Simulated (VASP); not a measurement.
# Ir in VASP: notebook, part 2 of 2

VASP 6.6.1.

## (4) Single point, PBE

This run uses another cell than the first one: it holds 3 atoms, not 4.

The input, INCAR:

```
SYSTEM = Ir
  PREC = Accurate
  ENCUT = 400
  EDIFF = 1E-6
  ISMEAR = 0
  SIGMA = 0.1
  LREAL = .FALSE.
  LASPH = .TRUE.
  NELM = 120
  ALGO = Normal
  ISIF = 2
  LWAVE = .FALSE.
  LCHARG = .FALSE.
  LDIPOL = .TRUE.
  IDIPOL = 3
  DIPOL = 0.5 0.5 0.500
  GGA = PE
  NBANDS = 20
  GGA_COMPAT = .FALSE.
  NELMDL = -8
```

The input, KPOINTS:

```
regular mesh
0
G
  15 15 1
  0 0 0
```

The input, POSCAR:

```
Ir
1.0
    2.7369706002      0.0000000000      0.0000000000
   -1.3684853001      2.3702860692      0.0000000000
    0.0000000000      0.0000000000     19.4694542743
Ir
3
Direct
    0.6666666667      0.3333333333      0.3884704183
    0.3333333333      0.6666666667      0.4999999742
    0.0000000000      0.0000000000      0.6115296075
```

Potentials or basis: VASP PAW PBE potentials, release 64 (Ir).

Run with:

```console
cat potpaw_PBE.64/Ir/POTCAR > POTCAR
mpirun -np 1 vasp_std > vasp.out
```

OUTCAR:

```text
SYSTEM = Ir
   PREC = Accurate
   ENCUT = 400
   EDIFF = 1E-6
   ISMEAR = 0
   LREAL = .FALSE.
   LASPH = .TRUE.
   NELM = 120
   ISIF = 2
   GGA = PE
   NELMDL = -8

 ion  position               nearest neighbor table
   1  0.667  0.333  0.388-   2 2.69   2 2.69   2 2.69
   2  0.333  0.667  0.500-   1 2.69   1 2.69   1 2.69   3 2.69   3 2.69   3 2.69
   3  0.000  0.000  0.612-   2 2.69   2 2.69   2 2.69

  LATTYP: Found a hexagonal cell.
 ALAT       =     2.7369706002
 C/A-ratio  =     7.1135050822

  Lattice vectors:

 A1 = (   2.7369706002,   0.0000000000,   0.0000000000)
 A2 = (  -1.3684853001,   2.3702860692,   0.0000000000)
 A3 = (   0.0000000000,   0.0000000000,  19.4694542743)

Analysis of symmetry for initial positions (statically):
=====================================================================
 Subroutine PRICEL returns:
 Original cell was already a primitive cell.

 Routine SETGRP: Setting up the symmetry group for a
 hexagonal supercell.

 Subroutine GETGRP returns: Found 12 space group operations
 (whereof  6 operations were pure point group operations)
 out of a pool of 24 trial point group operations.

The static configuration has the point symmetry C_3v.
 The point group associated with its full space group is D_3d.

Analysis of symmetry for dynamics (positions and initial velocities):
=====================================================================
 Subroutine PRICEL returns:
 Original cell was already a primitive cell.

 Routine SETGRP: Setting up the symmetry group for a
 hexagonal supercell.

 Subroutine GETGRP returns: Found 12 space group operations
 (whereof  6 operations were pure point group operations)
 out of a pool of 24 trial point group operations.

The dynamic configuration has the point symmetry C_3v.
 The point group associated with its full space group is D_3d.

 Subroutine INISYM returns: Found 12 space group operations
 (whereof  6 operations are pure point group operations),
 and found     1 'primitive' translations

[... 121 lines left out ...]
   GGA     = PE    functional components
   LHFCALC =     F    Hartree Fock is set to
   AEXX    =    0.0000 exact exchange contribution
   IVDW    =     0    specifies the selected vdW correction
   LEPSILON=     F    determine dielectric tensor
   LRPA    =     F    only Hartree local field effects (RPA)
 non-spin polarized calculation
 Gauss-broadening in eV      SIGMA  =   0.10
  energy-cutoff  :      400.00
  volume of cell :      126.31
 maximum number of plane-waves:      2361
 NGX is ok and might be reduce to    18

 dipolmoment           0.000000      0.000000     -0.000000 electrons x Angstroem

 number of electron      27.0000005 magnetization

 dipolmoment           0.000000      0.000000      0.000005 electrons x Angstroem

 Free energy of the ion-electron system (eV)
  ---------------------------------------------------
  ext. energy  EPLUGINS =         0.00000000
  ---------------------------------------------------
  free energy    TOTEN  =       -24.68518138 eV

  energy without entropy =      -24.66464314  energy(sigma->0) =      -24.67491226

 E-fermi :  -0.0801     XC(G=0):  -5.7266

 val. band max:       -0.1028326844   @ k =   0.4667   0.0667   0.0000
 cond. band min:      -0.0598128578   @ k =   0.2667   0.0667   0.0000
 fundamental gap:      0.0430198266
 Fermi energy:        -0.0800971701

 k-point     1 :       0.0000    0.0000    0.0000
  band No.  band energies     occupation
      1     -10.1757      2.00000
      2      -8.0479      2.00000
      3      -7.7257      2.00000
      4      -3.8712      2.00000
      5      -3.8712      2.00000
      6      -3.7113      2.00000
[... 541 lines left out ...]
     19       6.5591      0.00000
     20       7.1420      0.00000

 [... further k-points ...]

------------------------ aborting loop because EDIFF is reached ----------------------------------------

 vacuum level on the upper side and lower side of the slab       (xc-potential included)        -0.168        -0.168

  FORCE on cell =-STRESS in cart. coord.  units (eV):
  Direction    XX          YY          ZZ          XY          YZ          ZX
  --------------------------------------------------------------------------------------
  -------------------------------------------------------------------------------------
  Total       -2.9749331     -2.9749331      0.1724364      0.0000000     -0.0000000      0.0000000
  in kB      -37.7366296    -37.7366296      2.1873321      0.0000000     -0.0000000      0.0000000
  external PRESSURE =     -24.4286424 kB  Pullay stress =       0.0000000 kB

 VOLUME and BASIS-vectors are now :
 -----------------------------------------------------------------------------
  energy-cutoff  :      400.00
  volume of cell :      126.31
      direct lattice vectors                 reciprocal lattice vectors
     2.736970600  0.000000000  0.000000000     0.365367461  0.210945002  0.000000000
    -1.368485300  2.370286069  0.000000000     0.000000000  0.421890004  0.000000000
     0.000000000  0.000000000 19.469454274     0.000000000  0.000000000  0.051362508

 POSITION                                       TOTAL-FORCE (eV/Angst)
 -----------------------------------------------------------------------------------
      1.36849      0.79010      7.56331        -0.000000     -0.000000     -0.040248
     -0.00000      1.58019      9.73473         0.000000     -0.000000     -0.000000
      0.00000      0.00000     11.90615         0.000000      0.000000      0.040248
 -----------------------------------------------------------------------------------
    total drift:                               -0.000000      0.000000      0.000591

  FREE ENERGIE OF THE ION-ELECTRON SYSTEM (eV)
  ---------------------------------------------------
  free  energy   TOTEN  =       -24.6851813781 eV

  energy  without entropy=      -24.6646431411  energy(sigma->0) =      -24.67491226

 vacuum level on the upper side and lower side of the slab         5.162         5.162
```

It took 45 s on 1 thread of Intel Xeon Platinum 8488C (Sapphire Rapids), shared host; peak memory 0.2 GiB.

Results:

| Quantity | Value |
| --- | --- |
| Free energy | -24.6852 eV |
| Largest force | 0.040 eV/Å |
| Band gap on the k mesh | zero (an odd number of electrons rules out a gap without spin polarisation) |

Forces on the atoms (eV/Å):
```
Ir   0.000  0.000 -0.040
Ir   0.000  0.000  0.000
Ir   0.000  0.000  0.040
```

Caveat: spin-orbit coupling is left out, which moves the levels of the heavy elements.

## (5) Single point, PBE

This run uses another cell than the first one: it holds 6 atoms, not 4.

The input, INCAR:

```
ALGO = Normal
DIPOL = 0.5 0.5 0.500
EDIFF = 1E-6
ENCUT = 400
GGA = PE
GGA_COMPAT = False
IDIPOL = 3
ISIF = 2
ISMEAR = 0
LASPH = True
LCHARG = True
LDIPOL = True
LELF = True
LREAL = False
LVACPOTAV = True
LVHAR = True
LWAVE = False
NBANDS = 36
NELM = 120
NELMDL = -8
PREC = Accurate
SIGMA = 0.1
```

The input, KPOINTS:

```
k-points
0
Gamma
  15 15 1
```

The input, POSCAR:

```
Ir
1.0
    2.7369706002      0.0000000000      0.0000000000
   -1.3684853001      2.3702860692      0.0000000000
    0.0000000000      0.0000000000     26.1736356858
Ir
6
Direct
    0.6666666667      0.3333333333      0.2885941557
    0.3333333333      0.6666666667      0.3721543063
    0.0000000000      0.0000000000      0.4570975306
    0.6666666667      0.3333333333      0.5429024530
    0.3333333333      0.6666666667      0.6278456979
    0.0000000000      0.0000000000      0.7114058566
```

Run with:

```console
cat potpaw_PBE.64/Ir/POTCAR > POTCAR
mpirun -np 1 vasp_std > vasp.out
```

Run time: 3.1 min. Hardware: 1 thread of Intel Xeon Platinum 8488C (Sapphire Rapids), shared host; peak memory 0.27 GiB.

It converged, with:

```yaml
Free_energy: -51.2756 eV
Largest_force: 0.032 eV/Å
Band_gap_on_the_k_mesh: zero (bands 27 and 28 overlap by 2.06 eV)
```

Forces on the atoms (eV/Å):
```
Ir   0.000  0.000 -0.032
Ir   0.000  0.000  0.006
Ir   0.000  0.000  0.000
Ir   0.000  0.000  0.000
Ir   0.000  0.000 -0.006
Ir   0.000  0.000  0.032
```

Levels at points of the mesh, in eV from the Fermi level:
| k point | band 22 | band 23 | band 24 | band 25 | band 26 | band 27 | band 28 | band 29 | band 30 | band 31 |
| --- | --- | --- | --- | --- | --- | --- | --- | --- | --- | --- |
| (0.00, 0.00, 0.00) | -2.93 | -2.22 | -1.19 | -1.19 | -1.19 | -1.19 | -0.90 | -0.90 | -0.28 | -0.26 |

Caveat: spin-orbit coupling is left out, which moves the levels of the heavy elements.

## (6) The runs side by side

```csv
cell,k mesh,gap on the mesh (eV),largest force (eV/Å)
"a = 2.737, b = 2.737, c = 23.704 Å, angles 90.0, 90.0, 120.0°, 4 atoms, atomic positions A",12 × 12 × 1,none,0.40
"a = 2.737, b = 2.737, c = 19.469 Å, angles 90.0, 90.0, 120.0°, 3 atoms, atomic positions B",15 × 15 × 1,none,0.64
"a = 2.737, b = 2.737, c = 19.469 Å, angles 90.0, 90.0, 120.0°, 3 atoms, atomic positions C",15 × 15 × 1,none,0.04
"a = 2.737, b = 2.737, c = 26.174 Å, angles 90.0, 90.0, 120.0°, 6 atoms, atomic positions D",15 × 15 × 1,none,0.03
```

Alike in all rows: task single point; level PBE; potentials or basis VASP PAW PBE potentials, release 64 (Ir); no spin polarisation; cutoff (eV) 400; smearing gaussian 0.1 eV.

Caveats: spin-orbit coupling is left out, which moves the levels of the heavy elements.

Absolute energies hang on the potentials; compare differences alone.

The gap in the log of VASP goes by the Fermi energy; the results here count the filled bands.